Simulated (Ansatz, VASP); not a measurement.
One calculation of SiC, two programs

```xyz
12
Lattice="3.0785 0.0000 0.0000 -1.5392 2.6660 0.0000 0.0000 0.0000 15.1069" Properties=species:S:1:pos:R:3 pbc="T T T"
Si    0.0000    1.7774   12.5838
Si    1.5392    0.8887    5.0304
Si    1.5392    0.8887   10.0688
Si    0.0000    1.7774    2.5153
Si    0.0000    0.0000    7.5493
Si    0.0000    0.0000   15.1027
C     0.0000    0.0000   13.2090
C     0.0000    0.0000    5.6555
C     0.0000    1.7774   10.6957
C     1.5392    0.8887    3.1422
C     1.5392    0.8887    8.1808
C     0.0000    1.7774    0.6274
```

Alike in both runs: functional r2SCAN; k mesh 12 × 12 × 2; occupations gaussian, width 0.02 eV; no spin polarisation.

Ansatz relaxed the structure, and its values are those at the end. VASP's run is a single point on that final structure, the one shown.

|  | VASP | Ansatz |
| --- | --- | --- |
| version | VASP 6.6.1 | Ansatz 0.2.0 |
| potentials or method | VASP PAW PBE potentials, release 64 (Si, C), cutoff 520 eV | scalar-relativistic, plane waves, PAW |
| valence electrons in the cell | 48 | 48 |

Ansatz gave:

| Item | Value |
| --- | --- |
| gap on the k mesh at the Fermi level (eV) | 2.39 |
| least direct gap on the mesh (eV) | 3.54 |
| pressure (GPa) | 0.0 |

**Question.** What did VASP give for the same quantities?

**Answer.** gap on the k mesh at the Fermi level (eV): 2.40; least direct gap on the mesh (eV): 3.56; pressure (GPa): -0.2.

VASP's potentials were made for PBE, not for r2SCAN. With one functional, cell and mesh, what is left measures potentials, basis and numerics.
